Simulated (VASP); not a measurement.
**KEu3: single point with PBE**

Crystal: KEu3.

```
CELL_PARAMETERS angstrom
0.00000 4.66526 4.66526
4.66526 0.00000 4.66526
4.66526 4.66526 0.00000
ATOMIC_POSITIONS crystal
Eu 0.50000 0.50000 0.50000
Eu 0.75000 0.75000 0.75000
Eu 0.25000 0.25000 0.25000
K 0.00000 0.00000 0.00000
```

```
Program                : VASP 6.6.1
Task                   : single point
Functional             : PBE
Potentials or basis    : VASP PAW PBE potentials, release 64 (Eu, K_sv)
Cutoff                 : 520 eV
k mesh                 : 4 × 4 × 4
Occupations            : gaussian, width 0.1 eV
Spin                   : collinear spin, ferromagnetic start
Starting moments       : [7.0, 7.0, 7.0, 0.0] μB
Dipole correction      : no
Further INCAR settings : ALGO = Normal; EDIFF = 1e-07; NBANDS = 42
```

```json
{
  "Pressure": "-0.4 GPa",
  "Net moment": "22.13 μB per cell",
  "Site moments": "Eu +6.73; K +0.01 μB",
  "Valence electrons inside the program's atomic spheres": "Eu 14.73; K 7.57"
}
```

Levels at points of the mesh, in eV from the Fermi level:
Spin up:
| k point | band 37 | band 38 | band 39 | band 40 | band 41 | band 42 |
| --- | --- | --- | --- | --- | --- | --- |
| (0.00, 0.00, 0.00) | -0.36 | -0.34 | -0.34 | -0.34 | 0.16 | 0.16 |
| (0.50, 0.00, 0.00) | -0.37 | -0.37 | -0.34 | -0.03 | -0.03 | 0.17 |
| (0.50, 0.50, 0.00) | -0.38 | -0.37 | -0.37 | -0.37 | -0.36 | 0.58 |
Spin down:
| k point | band 15 | band 16 | band 17 | band 18 | band 19 | band 20 | band 21 | band 22 |
| --- | --- | --- | --- | --- | --- | --- | --- | --- |
| (0.00, 0.00, 0.00) | -14.56 | -14.56 | -3.18 | 0.30 | 0.30 | 0.81 | 0.81 | 0.81 |
| (0.50, 0.00, 0.00) | -14.56 | -14.56 | -1.76 | -1.35 | 0.64 | 0.64 | 0.78 | 0.95 |
| (0.50, 0.50, 0.00) | -14.56 | -14.56 | -1.25 | -1.02 | -0.56 | -0.37 | 1.14 | 1.14 |

It took 25 min on 1 thread of Oxide Virtual Turin-like Processor (shared host), peak memory 0.48 GiB.

Caveat: spin-orbit coupling is left out, which moves the levels of the heavy elements; without U or exact exchange the open f shell lies at the Fermi level, which spoils levels, moments and volumes. The state reached can hang on the start; a lower one may exist.
